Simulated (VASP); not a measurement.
# Mn (P6_3/mmc) in VASP: a series of runs, part 2 of 2

VASP 6.6.1.

## (3) Single point, RPBE, collinear spin, ferrimagnetic start (11.10 Å³/atom)

The input, INCAR:

```
ALGO = Normal ; EDIFF = 1E-6
ENCUT = 520 ; GGA = RP
ISIF = 2 ; ISMEAR = -1
ISPIN = 2 ; LASPH = True
LCHARG = True ; LELF = True
LMAXMIX = 4 ; LORBIT = 11
LREAL = False ; LVHAR = True
LWAVE = False ; MAGMOM = 0.929 0.929 -0.848 -0.848
NBANDS = 38 ; NELM = 150
PREC = Accurate ; SIGMA = 0.05
```

The input, KPOINTS:

```
k-points
0
Gamma
  16 16 5
```

The input, POSCAR:

```
Mn
1.0
    2.5082149842      0.0000000000      0.0000000000
   -1.2541074921      2.1721778945      0.0000000000
    0.0000000000      0.0000000000      8.1484232489
Mn
4
Direct
    1.0000000000      1.0000000000      0.0000000000
    1.0000000000      1.0000000000      0.5000000000
    0.3333333333      0.6666666667      0.2500000000
    0.6666666667      0.3333333333      0.7500000000
```

Potentials or basis: VASP PAW PBE potentials, release 64 (Mn_pv).

Started as:

```console
$ cat potpaw_PBE.64/Mn_pv/POTCAR > POTCAR
$ mpirun -np 1 vasp_std > vasp.out
```

OUTCAR:

```text
EDIFF = 1E-6
   ENCUT = 520
   GGA = RP
   ISIF = 2
   ISMEAR = -1
   ISPIN = 2
   LASPH = True
   LORBIT = 11
   LREAL = False
   NELM = 150
   PREC = Accurate

 ion  position               nearest neighbor table
   1  0.000  0.000  0.000-   3 2.50   4 2.50   4 2.50   3 2.50   4 2.50   3 2.50
   2  0.000  0.000  0.500-   3 2.50   4 2.50   4 2.50   3 2.50   4 2.50   3 2.50
   3  0.333  0.667  0.250-   1 2.50   2 2.50   1 2.50   2 2.50   1 2.50   2 2.50
   4  0.667  0.333  0.750-   1 2.50   2 2.50   1 2.50   2 2.50   1 2.50   2 2.50

  LATTYP: Found a hexagonal cell.
 ALAT       =     2.5082149842
 C/A-ratio  =     3.2486941112

  Lattice vectors:

 A1 = (   2.5082149842,   0.0000000000,   0.0000000000)
 A2 = (  -1.2541074921,   2.1721778945,   0.0000000000)
 A3 = (   0.0000000000,   0.0000000000,   8.1484232489)

Analysis of symmetry for initial positions (statically):
=====================================================================
 Subroutine PRICEL returns:
 Original cell was already a primitive cell.

 Routine SETGRP: Setting up the symmetry group for a
 hexagonal supercell.

 Subroutine GETGRP returns: Found 24 space group operations
 (whereof 12 operations were pure point group operations)
 out of a pool of 24 trial point group operations.

The static configuration has the point symmetry D_3d.
 The point group associated with its full space group is D_6h.

Analysis of symmetry for dynamics (positions and initial velocities):
=====================================================================
 Subroutine PRICEL returns:
 Original cell was already a primitive cell.

 Routine SETGRP: Setting up the symmetry group for a
 hexagonal supercell.

 Subroutine GETGRP returns: Found 24 space group operations
 (whereof 12 operations were pure point group operations)
 out of a pool of 24 trial point group operations.

The dynamic configuration has the point symmetry D_3d.
[... 165 lines left out ...]
  energy without entropy =      -33.59497050  energy(sigma->0) =      -33.61341451

 E-fermi :  10.1500     XC(G=0): -13.6904

 val. band max:       10.1497141561   @ k =   0.2500   0.0000   0.0000
 cond. band min:      10.1522610455   @ k =   0.3125   0.1250   0.0000
 fundamental gap:      0.0025468894
 Fermi energy:        10.1499816867

 spin component 1

 k-point     1 :       0.0000    0.0000    0.0000
  band No.  band energies     occupation
      1     -38.4776      1.00000
      2     -38.3842      1.00000
      3     -38.0223      1.00000
      4     -38.0223      1.00000
      5     -38.0201      1.00000
      6     -38.0201      1.00000
[... 973 lines left out ...]
     37      19.4526      0.00000
     38      21.4241      0.00000

 [... further k-points ...]

 spin component 2

 k-point     1 :       0.0000    0.0000    0.0000
  band No.  band energies     occupation
      1     -38.4935      1.00000
      2     -38.4065      1.00000
      3     -37.9873      1.00000
      4     -37.9873      1.00000
      5     -37.9853      1.00000
      6     -37.9853      1.00000
[... 973 lines left out ...]
     37      19.4645      0.00000
     38      21.4151      0.00000

 [... further k-points ...]

------------------------ aborting loop because EDIFF is reached ----------------------------------------

  FORCE on cell =-STRESS in cart. coord.  units (eV):
  Direction    XX          YY          ZZ          XY          YZ          ZX
  --------------------------------------------------------------------------------------
  -------------------------------------------------------------------------------------
  Total        0.2146043      0.2146043      0.1977853      0.0000000      0.0000000      0.0000000
  in kB        7.7448903      7.7448903      7.1379079      0.0000000      0.0000000      0.0000000
  external PRESSURE =       7.5425628 kB  Pullay stress =       0.0000000 kB

 VOLUME and BASIS-vectors are now :
 -----------------------------------------------------------------------------
  energy-cutoff  :      520.00
  volume of cell :       44.39
      direct lattice vectors                 reciprocal lattice vectors
     2.508214984  0.000000000  0.000000000     0.398689907  0.230183725  0.000000000
    -1.254107492  2.172177894  0.000000000     0.000000000  0.460367451  0.000000000
     0.000000000  0.000000000  8.148423249     0.000000000  0.000000000  0.122723129

 POSITION                                       TOTAL-FORCE (eV/Angst)
 -----------------------------------------------------------------------------------
      0.00000      0.00000      0.00000        -0.000000      0.000000     -0.000000
      0.00000      0.00000      4.07421        -0.000000      0.000000     -0.000000
     -0.00000      1.44812      2.03711         0.000000     -0.000000      0.000000
      1.25411      0.72406      6.11132         0.000000      0.000000      0.000000
 -----------------------------------------------------------------------------------
    total drift:                                0.000000     -0.000000      0.000000

  FREE ENERGIE OF THE ION-ELECTRON SYSTEM (eV)
  ---------------------------------------------------
  free  energy   TOTEN  =       -33.6318585201 eV

  energy  without entropy=      -33.5949705027  energy(sigma->0) =      -33.61341451

 total charge

# of ion       s       p       d       tot
------------------------------------------
    1        0.414   6.377   5.128  11.919
    2        0.414   6.377   5.128  11.919
    3        0.414   6.379   5.119  11.912
    4        0.414   6.379   5.119  11.912
--------------------------------------------------
tot          1.656  25.511  20.495  47.662

 magnetization (x)

# of ion       s       p       d       tot
------------------------------------------
    1        0.007   0.011   0.962   0.981
    2        0.007   0.011   0.962   0.981
    3       -0.006  -0.015  -0.902  -0.924
    4       -0.006  -0.015  -0.902  -0.924
--------------------------------------------------
tot          0.002  -0.008   0.121   0.114
```

OSZICAR:

```text
N       E                     dE             d eps       ncg     rms          rms(c)
DAV:   1     0.632606667320E+03    0.63261E+03   -0.28623E+04 14336   0.190E+03
DAV:   2    -0.619658633362E+00   -0.63323E+03   -0.60463E+03 13740   0.535E+02
DAV:   3    -0.393289464934E+02   -0.38709E+02   -0.37205E+02 14472   0.152E+02
[... 11 lines left out ...]
DAV:  15    -0.336316853408E+02   -0.59522E-03   -0.28598E-03 15114   0.448E-01    0.681E-02
DAV:  16    -0.336318223606E+02   -0.13702E-03   -0.15672E-03 15354   0.279E-01    0.186E-02
DAV:  17    -0.336318547744E+02   -0.32414E-04   -0.16994E-04 14028   0.936E-02    0.138E-02
DAV:  18    -0.336318582647E+02   -0.34903E-05   -0.20116E-06 10988   0.106E-02    0.725E-03
DAV:  19    -0.336318585201E+02   -0.25545E-06   -0.18878E-06  7550   0.135E-02
   1 F= -.33631859E+02 E0= -.33613415E+02  d E =-.368880E-01  mag=     0.1124
```

stdout:

```text
POSCAR found type information on POSCAR Mn
 POSCAR found :  1 types and       4 ions
 scaLAPACK will be used
 -----------------------------------------------------------------------------
|                                                                             |
|                                                                             |
|     You enforced a specific xc type in the INCAR file but a different       |
|     I HOPE YOU KNOW WHAT YOU ARE DOING!                                     |
|                                                                             |
 -----------------------------------------------------------------------------

 LDA part: xc-table for (Slater+PW92), standard interpolation
 POSCAR, INCAR and KPOINTS ok, starting setup
 FFT: planning ... GRIDC
 FFT: planning ... GRID_SOFT
 FFT: planning ... GRID
 WAVECAR not read
 entering main loop
```

Run time: 8.3 min. Hardware: 1 thread of AMD EPYC 7R43 (Zen 3), shared host; peak memory 0.28 GiB.

What came out:

```yaml
Free_energy: -33.6319 eV
Pressure: 0.8 GPa
Net_moment: 0.11 μB per cell
Site_moments: Mn +0.98, -0.92 (each value once) μB
Valence_electrons_inside_the_program's_atomic_spheres: Mn 11.92, 11.91 (each value once)
```

Caveat: the PAW data sets were made with another functional, which shifts forces and pressure a little.

## (4) Relaxation of cell and atoms, RPBE, collinear spin, antiferromagnetic start

This run uses another cell than the first one, of 11.75 Å³/atom.

The input, INCAR:

```
SYSTEM = Mn
PREC     = Accurate       ! precision mode
ENCUT    = 600            ! plane-wave cutoff, eV
EDIFF    = 1E-6           ! SCF threshold, eV
ISMEAR   = -1             ! smearing method
SIGMA    = 0.05           ! smearing width, eV
LREAL    = .False.        ! projectors in reciprocal space
LASPH    = .True.         ! aspherical terms in the spheres
NELM     = 150            ! most SCF steps
ALGO     = Normal         ! electronic algorithm
ISIF     = 3              ! what is computed and relaxed
LWAVE    = .False.        ! write WAVECAR
LCHARG   = .False.        ! write CHGCAR
ISPIN    = 2              ! spin polarisation
MAGMOM   = 3 3 -3 -3      ! initial moments
LORBIT   = 11             ! projections on sites
LMAXMIX  = 4              ! l up to which the mixer works
GGA      = RP             ! functional
IBRION   = 2              ! ionic algorithm
NSW      = 80             ! ionic steps
EDIFFG   = -0.01          ! ionic threshold
```

The input, KPOINTS:

```
Automatic mesh
0
Gamma
  14 14 4
  0 0 0
```

The input, POSCAR:

```
Mn
1.0
    2.5517868831      0.0000000000      0.0000000000
   -1.2758934415      2.2099122658      0.0000000000
    0.0000000000      0.0000000000      8.3341359602
Mn
4
Direct
    0.0000000000      0.0000000000      0.0000000000
    0.0000000000      0.0000000000      0.5000000000
    0.3333333333      0.6666666667      0.2500000000
    0.6666666667      0.3333333333      0.7500000000
```

Potentials or basis: VASP PAW PBE potentials, release 64 (Mn_pv).

Started as:

```console
$ cat potpaw_PBE.64/Mn_pv/POTCAR > POTCAR
$ mpirun -np 1 vasp_std > vasp.out
```

OUTCAR:

```text
SYSTEM = Mn
   PREC = Accurate
   ENCUT = 600
   EDIFF = 1E-6
   ISMEAR = -1
   LREAL = .False.
   LASPH = .True.
   NELM = 150
   ISIF = 3
   ISPIN = 2
   LORBIT = 11
   GGA = RP
   IBRION = 2
   NSW = 80
   EDIFFG = -0.01

 ion  position               nearest neighbor table
   1  0.000  0.000  0.000-   3 2.55   4 2.55   3 2.55   4 2.55   4 2.55   3 2.55
   2  0.000  0.000  0.500-   3 2.55   4 2.55   3 2.55   4 2.55   4 2.55   3 2.55
   3  0.333  0.667  0.250-   1 2.55   2 2.55   1 2.55   2 2.55   1 2.55   2 2.55
   4  0.667  0.333  0.750-   1 2.55   2 2.55   1 2.55   2 2.55   1 2.55   2 2.55

  LATTYP: Found a hexagonal cell.
 ALAT       =     2.5517868831
 C/A-ratio  =     3.2660000000

  Lattice vectors:

 A1 = (   2.5517868831,   0.0000000000,   0.0000000000)
 A2 = (  -1.2758934415,   2.2099122658,   0.0000000000)
 A3 = (   0.0000000000,   0.0000000000,   8.3341359602)

Analysis of symmetry for initial positions (statically):
=====================================================================
 Subroutine PRICEL returns:
 Original cell was already a primitive cell.

 Routine SETGRP: Setting up the symmetry group for a
 hexagonal supercell.

 Subroutine GETGRP returns: Found 24 space group operations
 (whereof 12 operations were pure point group operations)
 out of a pool of 24 trial point group operations.

The static configuration has the point symmetry D_3d.
 The point group associated with its full space group is D_6h.

Analysis of symmetry for dynamics (positions and initial velocities):
=====================================================================
 Subroutine PRICEL returns:
 Original cell was already a primitive cell.

 Routine SETGRP: Setting up the symmetry group for a
 hexagonal supercell.

 Subroutine GETGRP returns: Found 24 space group operations
 (whereof 12 operations were pure point group operations)
 out of a pool of 24 trial point group operations.

The dynamic configuration has the point symmetry D_3d.
 The point group associated with its full space group is D_6h.

Analysis of structural, dynamic, and magnetic symmetry:
=====================================================================
 Subroutine PRICEL returns:
 Original cell was already a primitive cell.

 Routine SETGRP: Setting up the symmetry group for a
[... 136 lines left out ...]
   GGA     = RP    functional components
   LHFCALC =     F    Hartree Fock is set to
   AEXX    =    0.0000 exact exchange contribution
   IVDW    =     0    specifies the selected vdW correction
   LEPSILON=     F    determine dielectric tensor
   LRPA    =     F    only Hartree local field effects (RPA)
 conjugate gradient relaxation of ions
 spin polarized calculation
  energy-cutoff  :      600.00
  volume of cell :       47.00
 maximum number of plane-waves:      1586
   NGX = 11   NGY = 11   NGZ = 33

--------------------------------------- Ionic step        1  -------------------------------------------

 number of electron      52.0000021 magnetization       0.1637167

 Free energy of the ion-electron system (eV)
  ---------------------------------------------------
  ext. energy  EPLUGINS =         0.00000000
  ---------------------------------------------------
  free energy    TOTEN  =       -33.57083299 eV

  energy without entropy =      -33.52867244  energy(sigma->0) =      -33.54975272

 E-fermi :   9.4496     XC(G=0): -13.3387

 val. band max:        9.4424059738   @ k =   0.3571   0.0714   0.0000
 cond. band min:       9.4509645757   @ k =   0.3571   0.1429   0.0000
 fundamental gap:      0.0085586019
 Fermi energy:         9.4496343236

 spin component 1

 k-point     1 :       0.0000    0.0000    0.0000
  band No.  band energies     occupation
      1     -39.3320      1.00000
      2     -39.2880      1.00000
      3     -38.9509      1.00000
      4     -38.9509      1.00000
      5     -38.9499      1.00000
      6     -38.9499      1.00000
[... 1740 lines left out ...]
--------------------------------------- Ionic step        4  -------------------------------------------

 number of electron      52.0000002 magnetization       0.2204952

 Free energy of the ion-electron system (eV)
  ---------------------------------------------------
  ext. energy  EPLUGINS =         0.00000000
  ---------------------------------------------------
  free energy    TOTEN  =       -33.62964235 eV

  energy without entropy =      -33.59081024  energy(sigma->0) =      -33.61022630

 E-fermi :  10.1221     XC(G=0): -13.6745

 val. band max:       10.1161714025   @ k =   0.1429   0.1429   0.0000
 cond. band min:      10.1220937871   @ k =   0.2143   0.0714   0.0000
 fundamental gap:      0.0059223845
 Fermi energy:        10.1220697722

 spin component 1

 k-point     1 :       0.0000    0.0000    0.0000
  band No.  band energies     occupation
      1     -38.5153      1.00000
      2     -38.4227      1.00000
      3     -38.0629      1.00000
      4     -38.0629      1.00000
      5     -38.0607      1.00000
      6     -38.0607      1.00000
[... 1658 lines left out ...]
  FREE ENERGIE OF THE ION-ELECTRON SYSTEM (eV)
  ---------------------------------------------------
  free  energy   TOTEN  =       -33.6296423527 eV

  energy  without entropy=      -33.5908102405  energy(sigma->0) =      -33.61022630

 reached required accuracy - stopping structural energy minimisation

 total charge

# of ion       s       p       d       tot
------------------------------------------
    1        0.413   6.375   5.126  11.914
    2        0.413   6.375   5.126  11.914
    3        0.413   6.376   5.118  11.907
    4        0.413   6.376   5.118  11.907
--------------------------------------------------
tot          1.651  25.503  20.487  47.642

 magnetization (x)

# of ion       s       p       d       tot
------------------------------------------
    1        0.007   0.012   0.973   0.992
    2        0.007   0.012   0.973   0.992
    3       -0.006  -0.013  -0.865  -0.885
    4       -0.006  -0.013  -0.865  -0.885
--------------------------------------------------
tot          0.001  -0.003   0.216   0.215
```

Run time: 19 min. Hardware: 1 thread of Oxide Virtual Turin-like, shared host; peak memory 0.28 GiB.

Results:

* Free energy: -33.6296 eV
* Relaxed volume: 11.13 Å³/atom
* Relaxed cell: a = 2.510 Å, b = 2.510 Å, c = 8.156 Å, α = 90.00°, β = 90.00°, γ = 120.00°
* Space group after relaxing (to 0.1 Å): P6_3/mmc (No. 194)
* Energy gained by relaxing: 14.7 meV/atom
* Ionic steps: 4
* Pressure after relaxing: 0.0 GPa
* Net moment: 0.22 μB per cell
* Site moments: Mn +0.99, -0.89 (each value once) μB
* Valence electrons inside the program's atomic spheres: Mn 11.91

Stress tensor (GPa, compression positive):
```
-0.04  0.00  0.00
 0.00 -0.04  0.00
 0.00  0.00  0.06
```

The path:
```tsv
step	energy change (eV)	largest force (eV/Å)	pressure (GPa)	volume (Å³)
1	0.0000	0.0000	-6.85	47.00
2	-0.0489	0.0000	3.59	43.66
3	-0.0583	0.0000	0.01	44.53
4	-0.0588	0.0000	-0.01	44.51
```

Final structure:
```
Mn
1.0
     2.51037    0.00000    0.00000
    -1.25518    2.17404    0.00000
     0.00000    0.00000    8.15613
Mn
4
Direct
  0.00000 0.00000 0.00000
  0.00000 0.00000 0.50000
  0.33333 0.66667 0.25000
  0.66667 0.33333 0.75000
```

Caveat: the antiferromagnetic order is the one typed at the start, and another may lie lower; the PAW data sets were made with another functional, which shifts forces and pressure a little.

## (5) Overview

```csv
task,spin,cell,k mesh,cutoff (eV),gap on the mesh (eV),pressure (GPa),moment (μB)
single point,"collinear, ferrimagnetic start","a = 2.508, b = 2.508, c = 8.148 Å, angles 90.0, 90.0, 120.0°, 4 atoms",19 × 19 × 5,520,none,0.8,0.15
single point,"collinear, ferrimagnetic start","a = 2.508, b = 2.508, c = 8.148 Å, angles 90.0, 90.0, 120.0°, 4 atoms",16 × 16 × 5,520,none,0.8,0.11
relaxation of cell and atoms,"collinear, antiferromagnetic start","relaxed from a = 2.552, b = 2.552, c = 8.334 Å, angles 90.0, 90.0, 120.0°, 4 atoms",14 × 14 × 4,600,none,0.0,0.22
```

Alike in all rows: level RPBE; potentials or basis VASP PAW PBE potentials, release 64 (Mn_pv); smearing fermi-dirac 0.05 eV.

Caveats: the PAW data sets were made with another functional, which shifts forces and pressure a little; the antiferromagnetic order is the one typed at the start, and another may lie lower (at least some runs).

Total energies depend on the potentials used, so only differences within one code and one set of settings carry meaning.
